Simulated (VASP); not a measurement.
# P (Cmce) in VASP: further runs

The runs below take P through single point, with SVWN5, PBE+D4, BLYP.

All numbers are computed with VASP 6.6.1; they aren't measurements. Logs are shortened: lines on timing, memory, paths and dates and some standing lists are left out, and cuts for length are marked.

### 1 The cell of the first run

Symmetry: Cmce, No. 64, orthorhombic system. Conventional cell: a = 3.251 Å, b = 10.782 Å, c = 4.482 Å, α = 90.00°, β = 90.00°, γ = 90.00°. Within 2.9 Å of P (site symmetry m) lie 3 P at 2.17 to 2.22 Å.

### 2 Single point, SVWN5

File INCAR:

```
SYSTEM = P
ALGO = Normal
EDIFF = 1E-6
ENCUT = 500
GGA = VW
GGA_COMPAT = .FALSE.
ISIF = 2
ISMEAR = -1
LASPH = .TRUE.
LCHARG = .FALSE.
LREAL = .FALSE.
LWAVE = .FALSE.
NBANDS = 18
NELM = 120
PREC = Accurate
SIGMA = 0.05
```

File KPOINTS:

```
k-points
0
G
  8 8 6
  0 0 0
```

File POSCAR:

```
P
1.0
    1.6254735952     -5.3911768097      0.0000000000
    1.6254735952      5.3911768097      0.0000000000
    0.0000000000      0.0000000000      4.4822275814
P
4
Direct
    0.9041431300      0.0958568700      0.5888151700
    0.0958568700      0.9041431300      0.4111848300
    0.5958568700      0.4041431300      0.0888151700
    0.4041431300      0.5958568700      0.9111848300
```

Potentials or basis: VASP PAW PBE potentials, release 64 (P).

Launch:

```sh
$ cat potpaw_PBE.64/P/POTCAR > POTCAR
$ mpirun -np 1 vasp_std > vasp.out
```

OUTCAR:

```text
SYSTEM = P
   EDIFF = 1E-6
   ENCUT = 500
   GGA = VW
   ISIF = 2
   ISMEAR = -1
   LASPH = .TRUE.
   LREAL = .FALSE.
   NELM = 120
   PREC = Accurate

 ion  position               nearest neighbor table
   1  0.904  0.096  0.589-   4 2.17   4 2.17   2 2.22
   2  0.096  0.904  0.411-   3 2.17   3 2.17   1 2.22
   3  0.596  0.404  0.089-   2 2.17   2 2.17   4 2.22
   4  0.404  0.596  0.911-   1 2.17   1 2.17   3 2.22

  LATTYP: Found a base centered orthorhombic cell.
 ALAT       =     3.2509471904
 B/A-ratio  =     3.3166806435
 C/A-ratio  =     1.3787451222

  Lattice vectors:

 A1 = (   1.6254735952,  -5.3911768097,   0.0000000000)
 A2 = (   1.6254735952,   5.3911768097,   0.0000000000)
 A3 = (   0.0000000000,   0.0000000000,   4.4822275814)

Analysis of symmetry for initial positions (statically):
=====================================================================
 Subroutine PRICEL returns:
 Original cell was already a primitive cell.

 Routine SETGRP: Setting up the symmetry group for a
 base centered orthorhombic supercell.

 Subroutine GETGRP returns: Found  8 space group operations
 (whereof  4 operations were pure point group operations)
 out of a pool of  8 trial point group operations.

The static configuration has the point symmetry C_2h.
 The point group associated with its full space group is D_2h.

Analysis of symmetry for dynamics (positions and initial velocities):
=====================================================================
 Subroutine PRICEL returns:
 Original cell was already a primitive cell.

 Routine SETGRP: Setting up the symmetry group for a
 base centered orthorhombic supercell.

 Subroutine GETGRP returns: Found  8 space group operations
 (whereof  4 operations were pure point group operations)
 out of a pool of  8 trial point group operations.

The dynamic configuration has the point symmetry C_2h.
 The point group associated with its full space group is D_2h.

 Subroutine INISYM returns: Found  8 space group operations
 (whereof  4 operations are pure point group operations),
 and found     1 'primitive' translations

----------------------------------------------------------------------------------------

                                     Primitive cell

  volume of cell :      78.5575

  direct lattice vectors                    reciprocal lattice vectors
[... 84 lines left out ...]
   ICHARG =      2    charge: 1-file 2-atom 10-const
   ISPIN  =      1    spin polarized calculation?
   LNONCOLLINEAR =      F non collinear calculations
   LSORBIT =      F    spin-orbit coupling
   LASPH  =      T    aspherical Exc in radial PAW
   ENCUT  =  500.0 eV  36.75 Ry    6.06 a.u.  10.27 10.27  8.17*2*pi/ulx,y,z
   NELM   =    120;   NELMIN=  2; NELMDL= -5     # of ELM steps
   EDIFF  = 0.1E-05   stopping-criterion for ELM
   LREAL  =      F    real-space projection
   EDIFFG = 0.1E-04   stopping-criterion for IOM
   NSW    =      0    number of steps for IOM
   IBRION =     -1    ionic relax: 0-MD 1-quasi-New 2-CG
   NFREE  =      0    steps in history (QN), initial steepest desc. (CG)
   ISIF   =      2    stress and relaxation
   ISYM   =      2    0-nonsym 1-usesym 2-fastsym
   POTIM  = 0.5000    time-step for ionic-motion
   TEBEG  =    0.0;   TEEND  =   0.0 temperature during run
   PSTRESS=    0.0 pullay stress
   NELECT =      20.0000    total number of electrons
   NUPDOWN=      -1.0000    fix difference up-down
   EMIN   =  10.00;   EMAX   =-10.00  energy-range for DOS
   EFERMI =   0.00;   METHOD = LEGACY
   ISMEAR =    -1;   SIGMA  =   0.05  broadening in eV -4-tet -1-fermi 0-gaus
   EFERMI_NEDOS =   21; number of points for ismear=-14 and -15
   IALGO  =     38    algorithm
   IMIX   =      4    mixing-type and parameters
     AMIX     =   0.40;   BMIX     =  1.00
     AMIX_MAG =   1.60;   BMIX_MAG =  1.00
  volume/ion in A,a.u.               =      19.64       132.53
  Fermi-wavevector in a.u.,A,eV,Ry     =   1.037582  1.960745 14.647707  1.076576
  Thomas-Fermi vector in A             =   2.172026
   LORBIT       =      0    0 simple, 1 ext, 2 COOP (PROOUT), +10 PAW based schemes
   GGA     = VW    functional components
   LHFCALC =     F    Hartree Fock is set to
   AEXX    =    0.0000 exact exchange contribution
   IVDW    =     0    specifies the selected vdW correction
   LEPSILON=     F    determine dielectric tensor
   LRPA    =     F    only Hartree local field effects (RPA)
 non-spin polarized calculation
  energy-cutoff  :      500.00
  volume of cell :       78.56
 maximum number of plane-waves:      2016
 NGX is ok and might be reduce to    42
   NGX = 21   NGY = 21   NGZ = 17

 number of electron      20.0000001 magnetization

 Free energy of the ion-electron system (eV)
  ---------------------------------------------------
  ext. energy  EPLUGINS =         0.00000000
  ---------------------------------------------------
  free energy    TOTEN  =       -23.98254451 eV

  energy without entropy =      -23.98169440  energy(sigma->0) =      -23.98211946

 E-fermi :   6.1665     XC(G=0):  -9.8359

 val. band max:        6.1275954461   @ k =   0.5000   0.5000   0.0000
 cond. band min:       6.1928713776   @ k =   0.5000   0.5000   0.0000
 fundamental gap:      0.0652759315
 Fermi energy:         6.1665142468

 k-point     1 :       0.0000    0.0000    0.0000
  band No.  band energies     occupation
      1     -10.0294      2.00000
      2      -7.1373      2.00000
      3      -3.7631      2.00000
      4      -0.9247      2.00000
      5       0.9888      2.00000
      6       1.3379      2.00000
[... 481 lines left out ...]
      5      -0.3882      2.00000
      6       0.0994      2.00000
[... 10 lines left out ...]
     17      11.7033      0.00000
     18      12.9451      0.00000

 [... further k-points ...]
[... 5 lines left out ...]
  --------------------------------------------------------------------------------------
  -------------------------------------------------------------------------------------
  Total        0.8258253      0.5500901      0.6212883      0.0000000      0.0000000      0.0000000
  in kB       16.8426877     11.2190740     12.6711606      0.0000000      0.0000000      0.0000000
  external PRESSURE =      13.5776408 kB  Pullay stress =       0.0000000 kB

 VOLUME and BASIS-vectors are now :
 -----------------------------------------------------------------------------
  energy-cutoff  :      500.00
  volume of cell :       78.56
      direct lattice vectors                 reciprocal lattice vectors
     1.625473595 -5.391176810  0.000000000     0.307602659 -0.092744129  0.000000000
     1.625473595  5.391176810  0.000000000     0.307602659  0.092744129  0.000000000
     0.000000000  0.000000000  4.482227581     0.000000000  0.000000000  0.223103352

 POSITION                                       TOTAL-FORCE (eV/Angst)
 -----------------------------------------------------------------------------------
      1.62547     -4.35761      2.63920         0.000000      0.361287     -0.439131
      1.62547      4.35761      1.84302         0.000000     -0.361287      0.439131
      1.62547     -1.03356      0.39809         0.000000     -0.361287     -0.439131
      1.62547      1.03356      4.08414         0.000000      0.361287      0.439131
 -----------------------------------------------------------------------------------
    total drift:                               -0.000000      0.000000      0.000000

  FREE ENERGIE OF THE ION-ELECTRON SYSTEM (eV)
  ---------------------------------------------------
  free  energy   TOTEN  =       -23.9825445095 eV

  energy  without entropy=      -23.9816944018  energy(sigma->0) =      -23.98211946
```

stdout:

```text
POSCAR found type information on POSCAR P
 POSCAR found :  1 types and       4 ions
 scaLAPACK will be used
 -----------------------------------------------------------------------------
|                                                                             |
|                                                                             |
|     You enforced a specific xc type in the INCAR file but a different       |
|     I HOPE YOU KNOW WHAT YOU ARE DOING!                                     |
|                                                                             |
 -----------------------------------------------------------------------------

 LDA part: xc-table for (Slater(with rela. corr.)+VWN5), standard interpolation
 POSCAR, INCAR and KPOINTS ok, starting setup
 FFT: planning ... GRIDC
 FFT: planning ... GRID_SOFT
 FFT: planning ... GRID
 WAVECAR not read
 entering main loop
```

Wall time 49 s (1 thread of Intel Xeon 6975P-C (Granite Rapids), shared host); peak memory 0.23 GiB.

What came out:

```
Free energy            : -23.9825 eV
Pressure               : 1.4 GPa
Largest force          : 0.569 eV/Å
Band gap on the k mesh : 0.07 eV
```

Forces in eV/Å, atoms in the order of the input:
```
P    0.000  0.361 -0.439
P    0.000 -0.361  0.439
P    0.000 -0.361 -0.439
P    0.000  0.361  0.439
```

Stress tensor (GPa, compression positive):
```
1.68 0.00 0.00
0.00 1.12 0.00
0.00 0.00 1.27
```

Caveat: the PAW data sets were made with another functional, which shifts forces and pressure a little. A k mesh can miss the band edges.

### 3 Single point, PBE+D4

This run uses another cell than the first one, of 20.05 Å³/atom.

File INCAR:

```
  PREC = Accurate
  ENCUT = 500
  EDIFF = 1E-6
  ISMEAR = -1
  SIGMA = 0.05
  LREAL = F
  LASPH = T
  NELM = 120
  ALGO = Normal
  ISIF = 2
  LWAVE = F
  LCHARG = T
  GGA = PE
  IVDW = 13
  LELF = T
  LVHAR = T
  NBANDS = 18
  GGA_COMPAT = F
```

File KPOINTS:

```
regular mesh
0
Gamma
  8 8 6
```

File POSCAR:

```
P
1.0
    1.6366841122     -5.4283585144      0.0000000000
    1.6366841122      5.4283585144      0.0000000000
    0.0000000000      0.0000000000      4.5131404726
P
4
Direct
    0.9041431300      0.0958568700      0.5888151700
    0.0958568700      0.9041431300      0.4111848300
    0.5958568700      0.4041431300      0.0888151700
    0.4041431300      0.5958568700      0.9111848300
```

Potentials or basis: VASP PAW PBE potentials, release 64 (P).

Launch:

```sh
$ cat potpaw_PBE.64/P/POTCAR > POTCAR
$ mpirun -np 1 vasp_std > vasp.out
```

OUTCAR:

```text
PREC = Accurate
   ENCUT = 500
   EDIFF = 1E-6
   ISMEAR = -1
   LREAL = F
   LASPH = T
   NELM = 120
   ISIF = 2
   GGA = PE
   IVDW = 13

 ion  position               nearest neighbor table
   1  0.904  0.096  0.589-   4 2.19   4 2.19   2 2.23
   2  0.096  0.904  0.411-   3 2.19   3 2.19   1 2.23
   3  0.596  0.404  0.089-   2 2.19   2 2.19   4 2.23
   4  0.404  0.596  0.911-   1 2.19   1 2.19   3 2.23

  LATTYP: Found a base centered orthorhombic cell.
 ALAT       =     3.2733682244
 B/A-ratio  =     3.3166806435
 C/A-ratio  =     1.3787451222

  Lattice vectors:

 A1 = (   1.6366841122,  -5.4283585144,   0.0000000000)
 A2 = (   1.6366841122,   5.4283585144,   0.0000000000)
 A3 = (   0.0000000000,   0.0000000000,   4.5131404726)

Analysis of symmetry for initial positions (statically):
=====================================================================
 Subroutine PRICEL returns:
 Original cell was already a primitive cell.

 Routine SETGRP: Setting up the symmetry group for a
 base centered orthorhombic supercell.

 Subroutine GETGRP returns: Found  8 space group operations
 (whereof  4 operations were pure point group operations)
 out of a pool of  8 trial point group operations.

The static configuration has the point symmetry C_2h.
 The point group associated with its full space group is D_2h.

Analysis of symmetry for dynamics (positions and initial velocities):
=====================================================================
 Subroutine PRICEL returns:
 Original cell was already a primitive cell.

 Routine SETGRP: Setting up the symmetry group for a
 base centered orthorhombic supercell.

 Subroutine GETGRP returns: Found  8 space group operations
 (whereof  4 operations were pure point group operations)
 out of a pool of  8 trial point group operations.

The dynamic configuration has the point symmetry C_2h.
[... 122 lines left out ...]
   IMIX   =      4    mixing-type and parameters
     AMIX     =   0.40;   BMIX     =  1.00
     AMIX_MAG =   1.60;   BMIX_MAG =  1.00
  volume/ion in A,a.u.               =      20.05       135.29
  Fermi-wavevector in a.u.,A,eV,Ry     =   1.030475  1.947315 14.447734  1.061879
  Thomas-Fermi vector in A             =   2.164575
   LORBIT       =      0    0 simple, 1 ext, 2 COOP (PROOUT), +10 PAW based schemes
   GGA     = PE    functional components
   LHFCALC =     F    Hartree Fock is set to
   AEXX    =    0.0000 exact exchange contribution
   IVDW    =    13    specifies the selected vdW correction
   LEPSILON=     F    determine dielectric tensor
   LRPA    =     F    only Hartree local field effects (RPA)
 non-spin polarized calculation
  energy-cutoff  :      500.00
  volume of cell :       80.19
 maximum number of plane-waves:      2050
 NGX is ok and might be reduce to    42
   NGX = 21   NGY = 21   NGZ = 17

 number of electron      20.0000003 magnetization

 Free energy of the ion-electron system (eV)
  ---------------------------------------------------
  ext. energy  EPLUGINS =         0.00000000
  ---------------------------------------------------
  free energy    TOTEN  =       -21.46504306 eV

  energy without entropy =      -21.46457796  energy(sigma->0) =      -21.46481051

 E-fermi :   6.1519     XC(G=0):  -9.5120

 val. band max:        6.1130936543   @ k =   0.5000   0.5000   0.0000
 cond. band min:       6.1892385845   @ k =   0.5000   0.5000   0.0000
 fundamental gap:      0.0761449302
 Fermi energy:         6.1518611324

 k-point     1 :       0.0000    0.0000    0.0000
  band No.  band energies     occupation
      1      -9.9007      2.00000
      2      -7.0901      2.00000
      3      -3.7662      2.00000
      4      -0.8096      2.00000
      5       1.0846      2.00000
      6       1.1919      2.00000
[... 481 lines left out ...]
      5      -0.2908      2.00000
      6       0.1627      2.00000
[... 10 lines left out ...]
     17      11.6469      0.00000
     18      12.9173      0.00000

 [... further k-points ...]

------------------------ aborting loop because EDIFF is reached ----------------------------------------

  DFT-D4 for vdW energy calculation

  Edisp (eV):   -1.47408

  FORCE on cell =-STRESS in cart. coord.  units (eV):
  Direction    XX          YY          ZZ          XY          YZ          ZX
  --------------------------------------------------------------------------------------
  -------------------------------------------------------------------------------------
  Total       0.40171     0.09528     0.22153     0.00000     0.00000     0.00000
  in kB       8.02561     1.90351     4.42585     0.00000     0.00000     0.00000
  external pressure =        4.78 kB  Pullay stress =        0.00 kB

 VOLUME and BASIS-vectors are now :
 -----------------------------------------------------------------------------
  energy-cutoff  :      500.00
  volume of cell :       80.19
      direct lattice vectors                 reciprocal lattice vectors
     1.636684112 -5.428358514  0.000000000     0.305495725 -0.092108876  0.000000000
     1.636684112  5.428358514  0.000000000     0.305495725  0.092108876  0.000000000
     0.000000000  0.000000000  4.513140473     0.000000000  0.000000000  0.221575199

 POSITION                                       TOTAL-FORCE (eV/Angst)
 -----------------------------------------------------------------------------------
      1.63668     -4.38767      2.65741         0.000000      0.279898     -0.379950
      1.63668      4.38767      1.85573         0.000000     -0.279898      0.379950
      1.63668     -1.04069      0.40084         0.000000     -0.279898     -0.379950
      1.63668      1.04069      4.11231         0.000000      0.279898      0.379950
 -----------------------------------------------------------------------------------
    total drift:                               -0.000000     -0.000000      0.000000

  FREE ENERGIE OF THE ION-ELECTRON SYSTEM (eV)
  ---------------------------------------------------
  free  energy   TOTEN  =       -22.9391267350 eV

  energy  without entropy=      -22.9386616372  energy(sigma->0) =      -22.93889419
```

stdout:

```text
POSCAR found type information on POSCAR P
 POSCAR found :  1 types and       4 ions
 scaLAPACK will be used
 LDA part: xc-table for (Slater+PW92), standard interpolation
 POSCAR, INCAR and KPOINTS ok, starting setup
 FFT: planning ... GRIDC
 FFT: planning ... GRID_SOFT
 FFT: planning ... GRID
 WAVECAR not read
 entering main loop
```

Run time: 51 s. Hardware: 1 thread of Intel Xeon 6975P-C (Granite Rapids), shared host; peak memory 0.26 GiB.

What came out:

```yaml
Free_energy: -22.9391 eV
Pressure: 0.5 GPa
Largest_force: 0.472 eV/Å
Band_gap_on_the_k_mesh: 0.08 eV
Dispersion_energy_per_atom: -0.369 eV
```

Forces on the atoms (eV/Å):
```
P    0.000  0.280 -0.380
P    0.000 -0.280  0.380
P    0.000 -0.280 -0.380
P    0.000  0.280  0.380
```

Stress tensor (GPa, compression positive):
```
0.80 0.00 0.00
0.00 0.19 0.00
0.00 0.00 0.44
```

A k mesh can miss the band edges.

### 4 Single point, BLYP

This run uses another cell than the first one, of 20.05 Å³/atom.

File INCAR:

```
SYSTEM = P
AGGAC    = 1.0          
AGGAX    = 1.0          
ALDAC    = 0.0          
ALDAX    = 1.0          
ALGO     = Normal         ! electronic algorithm
EDIFF    = 1E-6           ! SCF threshold, eV
ENCUT    = 500            ! plane-wave cutoff, eV
GGA      = B5             ! functional
GGA_COMPAT= .FALSE.      
ISIF     = 2              ! what is computed and relaxed
ISMEAR   = -1             ! smearing method
LASPH    = .TRUE.         ! aspherical terms in the spheres
LCHARG   = .FALSE.        ! write CHGCAR
LREAL    = .FALSE.        ! projectors in reciprocal space
LWAVE    = .FALSE.        ! write WAVECAR
NBANDS   = 18             ! bands
NELM     = 120            ! most SCF steps
PREC     = Accurate       ! precision mode
SIGMA    = 0.05           ! smearing width, eV
```

File KPOINTS:

```
k-points
0
G
  8 8 6
  0 0 0
```

POSCAR is that of step 3.

Launch:

```sh
$ cat potpaw_PBE.64/P/POTCAR > POTCAR
$ mpirun -np 1 vasp_std > vasp.out
```

Wall time 77 s (1 thread of Intel Xeon 6975P-C (Granite Rapids), shared host); peak memory 0.26 GiB.

Results (log left out):

```
Free energy            : -18.5206 eV
Pressure               : 8.0 GPa
Largest force          : 0.603 eV/Å
Band gap on the k mesh : 0.17 eV
```

Forces on the atoms (eV/Å):
```
P    0.000  0.457 -0.393
P    0.000 -0.457  0.393
P    0.000 -0.457 -0.393
P    0.000  0.457  0.393
```

Stress tensor (GPa, compression positive):
```
9.00 0.00 0.00
0.00 6.95 0.00
0.00 0.00 8.03
```

Levels at points of the mesh, in eV from the valence-band top:
| k point | band 6 | band 7 | band 8 | band 9 | band 10 | band 11 | band 12 | band 13 | band 14 | band 15 |
| --- | --- | --- | --- | --- | --- | --- | --- | --- | --- | --- |
| (0.00, 0.00, 0.00) | -4.91 | -4.13 | -2.83 | -2.65 | -1.25 | 0.65 | 1.19 | 2.04 | 2.89 | 5.45 |
| (0.50, 0.00, 0.00) | -5.65 | -3.42 | -3.42 | -2.63 | -2.63 | 0.76 | 0.76 | 1.54 | 1.54 | 3.39 |
| (0.50, 0.50, 0.00) | -5.51 | -4.23 | -2.49 | -1.62 | 0.00 | 0.17 | 0.95 | 2.26 | 2.77 | 5.29 |
| (0.00, 0.00, 0.50) | -4.43 | -3.35 | -3.35 | -1.68 | -1.68 | 1.57 | 1.57 | 2.95 | 2.95 | 4.64 |
| (0.50, 0.00, 0.50) | -5.72 | -5.31 | -5.31 | -1.84 | -1.84 | 1.75 | 1.75 | 3.50 | 3.50 | 5.05 |
| (0.50, 0.50, 0.50) | -3.37 | -2.82 | -2.82 | -1.98 | -1.98 | 1.54 | 1.54 | 2.66 | 2.66 | 3.20 |

Caveat: the cell stands under pressure; the PAW data sets were made with another functional, which shifts forces and pressure a little. A k mesh can miss the band edges.

### 5 Overview

```csv
level,cell,gap on the mesh (eV),pressure (GPa),largest force (eV/Å)
SVWN5,"a = 5.631, b = 5.631, c = 4.482 Å, angles 90.0, 90.0, 146.4°, 4 atoms",0.07,1.4,0.57
PBE+D4,"a = 5.670, b = 5.670, c = 4.513 Å, angles 90.0, 90.0, 146.4°, 4 atoms",0.08,0.5,0.47
BLYP,"a = 5.670, b = 5.670, c = 4.513 Å, angles 90.0, 90.0, 146.4°, 4 atoms",0.17,8.0,0.60
```

Alike in all rows: task single point; potentials or basis VASP PAW PBE potentials, release 64 (P); no spin polarisation; k mesh 8 × 8 × 6; cutoff (eV) 500; smearing fermi-dirac 0.05 eV.

Caveats: the PAW data sets were made with another functional, which shifts forces and pressure a little (at least some runs); the cell stands under pressure (at least some runs).

Total energies depend on the potentials used, so only differences within one code and one set of settings carry meaning.
